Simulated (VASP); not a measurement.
# Sn (Im-3m) in VASP: a series of runs, part 2 of 2

VASP 6.6.1.

### Step 5. Single point, PBEsol (volume scaled by 0.96)

File INCAR:

```
SYSTEM = Sn
ALGO = Normal
EDIFF = 1E-6
ENCUT = 520
GGA = PS
ISIF = 2
ISMEAR = -1
LASPH = .True.
LCHARG = .False.
LREAL = .False.
LWAVE = .False.
NBANDS = 13
NELM = 100
PREC = Accurate
SIGMA = 0.1
```

File KPOINTS:

```
k-points
0
Gamma
  13 13 13
  0 0 0
```

File POSCAR:

```
Sn
1.0
   -1.8425919506      1.8425919506      1.8425919506
    1.8425919506     -1.8425919506      1.8425919506
    1.8425919506      1.8425919506     -1.8425919506
Sn
1
Direct
    0.0000000000      0.0000000000      0.0000000000
```

Potentials or basis: VASP PAW PBE potentials, release 64 (Sn_d).

Started as:

```bash
$ cat potpaw_PBE.64/Sn_d/POTCAR > POTCAR
$ mpirun -np 1 vasp_std > vasp.out
```

OUTCAR:

```text
SYSTEM = Sn
   EDIFF = 1E-6
   ENCUT = 520
   GGA = PS
   ISIF = 2
   ISMEAR = -1
   LASPH = .True.
   LREAL = .False.
   NELM = 100
   PREC = Accurate

 ion  position               nearest neighbor table
   1  0.000  0.000  0.000-

  LATTYP: Found a body centered cubic cell.
 ALAT       =     3.6851839012

  Lattice vectors:

 A1 = (  -1.8425919506,   1.8425919506,   1.8425919506)
 A2 = (   1.8425919506,  -1.8425919506,   1.8425919506)
 A3 = (   1.8425919506,   1.8425919506,  -1.8425919506)

Analysis of symmetry for initial positions (statically):
=====================================================================
 Subroutine PRICEL returns:
 Original cell was already a primitive cell.

 Routine SETGRP: Setting up the symmetry group for a
 body centered cubic supercell.

 Subroutine GETGRP returns: Found 48 space group operations
 (whereof 48 operations were pure point group operations)
 out of a pool of 48 trial point group operations.

The static configuration has the point symmetry O_h .

Analysis of symmetry for dynamics (positions and initial velocities):
=====================================================================
 Subroutine PRICEL returns:
 Original cell was already a primitive cell.

 Routine SETGRP: Setting up the symmetry group for a
 body centered cubic supercell.

 Subroutine GETGRP returns: Found 48 space group operations
 (whereof 48 operations were pure point group operations)
 out of a pool of 48 trial point group operations.

The dynamic configuration has the point symmetry O_h .

 Subroutine INISYM returns: Found 48 space group operations
 (whereof 48 operations are pure point group operations),
 and found     1 'primitive' translations

----------------------------------------------------------------------------------------

[... 114 lines left out ...]
   LORBIT       =      0    0 simple, 1 ext, 2 COOP (PROOUT), +10 PAW based schemes
   GGA     = PS    functional components
   LHFCALC =     F    Hartree Fock is set to
   AEXX    =    0.0000 exact exchange contribution
   IVDW    =     0    specifies the selected vdW correction
   LEPSILON=     F    determine dielectric tensor
   LRPA    =     F    only Hartree local field effects (RPA)
 non-spin polarized calculation
  energy-cutoff  :      520.00
  volume of cell :       25.02
 maximum number of plane-waves:       686
   NGX = 11   NGY = 11   NGZ = 11

 number of electron      14.0000005 magnetization

 Free energy of the ion-electron system (eV)
  ---------------------------------------------------
  ext. energy  EPLUGINS =         0.00000000
  ---------------------------------------------------
  free energy    TOTEN  =        -4.22882562 eV

  energy without entropy =       -4.20737789  energy(sigma->0) =       -4.21810175

 E-fermi :   8.9410     XC(G=0): -10.8994

 val. band max:        8.9302183396   @ k =  -0.2308   0.3846   0.0769
 cond. band min:       8.9555788726   @ k =   0.2308   0.1538   0.0000
 fundamental gap:      0.0253605330
 Fermi energy:         8.9409526540

 k-point     1 :       0.0000    0.0000    0.0000
  band No.  band energies     occupation
      1     -12.5357      2.00000
      2     -12.5357      2.00000
      3     -12.5357      2.00000
      4     -12.3565      2.00000
      5     -12.3565      2.00000
      6      -2.7597      2.00000
      7      17.7147      0.00000
      8      17.7147      0.00000
      9      17.7147      0.00000
     10      21.2546      0.00000
     11      21.2546      0.00000
     12      21.2546      0.00000
     13      22.3560      0.00000
[... 354 lines left out ...]
  band No.  band energies     occupation
      1     -12.5665      2.00000
      2     -12.5133      2.00000
      3     -12.3780      2.00000
      4     -12.3628      2.00000
      5     -12.3367      2.00000
      6      -0.2583      2.00000
      7       8.8961      1.22068
      8      12.2248      0.00000
      9      13.4169      0.00000
     10      20.1732      0.00000
     11      20.5221      0.00000
     12      22.7909      0.00000
     13      24.5210      0.00000

 [... further k-points ...]

------------------------ aborting loop because EDIFF is reached ----------------------------------------

  FORCE on cell =-STRESS in cart. coord.  units (eV):
  Direction    XX          YY          ZZ          XY          YZ          ZX
  --------------------------------------------------------------------------------------
  -------------------------------------------------------------------------------------
  Total        0.4305444      0.4305444      0.4305444     -0.0000000      0.0000000      0.0000000
  in kB       27.5664648     27.5664648     27.5664648     -0.0000000      0.0000000      0.0000000
  external PRESSURE =      27.5664648 kB  Pullay stress =       0.0000000 kB

 VOLUME and BASIS-vectors are now :
 -----------------------------------------------------------------------------
  energy-cutoff  :      520.00
  volume of cell :       25.02
      direct lattice vectors                 reciprocal lattice vectors
    -1.842591951  1.842591951  1.842591951     0.000000000  0.271356878  0.271356878
     1.842591951 -1.842591951  1.842591951     0.271356878  0.000000000  0.271356878
     1.842591951  1.842591951 -1.842591951     0.271356878  0.271356878  0.000000000

 POSITION                                       TOTAL-FORCE (eV/Angst)
 -----------------------------------------------------------------------------------
      0.00000      0.00000      0.00000         0.000000      0.000000      0.000000
 -----------------------------------------------------------------------------------
    total drift:                                0.000000      0.000000      0.000000

  FREE ENERGIE OF THE ION-ELECTRON SYSTEM (eV)
  ---------------------------------------------------
  free  energy   TOTEN  =        -4.2288256179 eV

  energy  without entropy=       -4.2073778877  energy(sigma->0) =       -4.21810175
```

OSZICAR:

```text
N       E                     dE             d eps       ncg     rms          rms(c)
DAV:   1     0.809531348812E+02    0.80953E+02   -0.71862E+03  2238   0.167E+03
DAV:   2     0.129612465078E+01   -0.79657E+02   -0.77009E+02  2309   0.344E+02
DAV:   3    -0.414431348482E+01   -0.54404E+01   -0.54220E+01  2620   0.727E+01
DAV:   4    -0.424996148818E+01   -0.10565E+00   -0.10562E+00  2554   0.107E+01
DAV:   5    -0.425339195307E+01   -0.34305E-02   -0.34304E-02  2851   0.189E+00    0.158E+00
DAV:   6    -0.423499434806E+01    0.18398E-01   -0.18185E-02  2729   0.250E+00    0.847E-01
DAV:   7    -0.422918781970E+01    0.58065E-02   -0.10011E-02  2739   0.175E+00    0.131E-01
DAV:   8    -0.422882512933E+01    0.36269E-03   -0.75097E-04  2684   0.479E-01    0.212E-02
DAV:   9    -0.422882530988E+01   -0.18055E-06   -0.14219E-05  3068   0.467E-02    0.123E-02
DAV:  10    -0.422882561786E+01   -0.30798E-06   -0.74283E-07  1905   0.942E-03
   1 F= -.42288256E+01 E0= -.42181018E+01  d E =-.214477E-01
```

Run time: 7.8 s. Hardware: 1 thread of Intel Xeon 6975P-C, shared host; peak memory 0.15 GiB.

Results:

| Item | Value |
| --- | --- |
| Free energy | -4.2288 eV |
| Pressure | 2.8 GPa |
| Band gap on the k mesh | zero (band 7 reaches 17.71 eV, above the bottom of band 8 at 6.35 eV) |

Caveat: the PAW data sets were made with another functional, which shifts forces and pressure a little; spin-orbit coupling is left out, which moves the levels of the heavy elements.

### Step 6. Summary

| cell | k mesh | gap on the mesh (eV) | pressure (GPa) |
| --- | --- | --- | --- |
| a = 3.235 Å, angles 109.5°, 1 atom | 12 × 12 × 12 | none | -0.1 |
| a = 3.100 Å, angles 109.5°, 1 atom | 13 × 13 × 13 | none | 10.0 |
| a = 3.147 Å, angles 109.5°, 1 atom | 13 × 13 × 13 | none | 5.9 |
| a = 3.191 Å, angles 109.5°, 1 atom | 13 × 13 × 13 | none | 2.8 |

Alike in all rows: task single point; level PBEsol; potentials or basis VASP PAW PBE potentials, release 64 (Sn_d); no spin polarisation; cutoff (eV) 520; smearing fermi-dirac 0.1 eV.

Caveats: the PAW data sets were made with another functional, which shifts forces and pressure a little; spin-orbit coupling is left out, which moves the levels of the heavy elements.

Absolute energies hang on the potentials; compare differences alone.
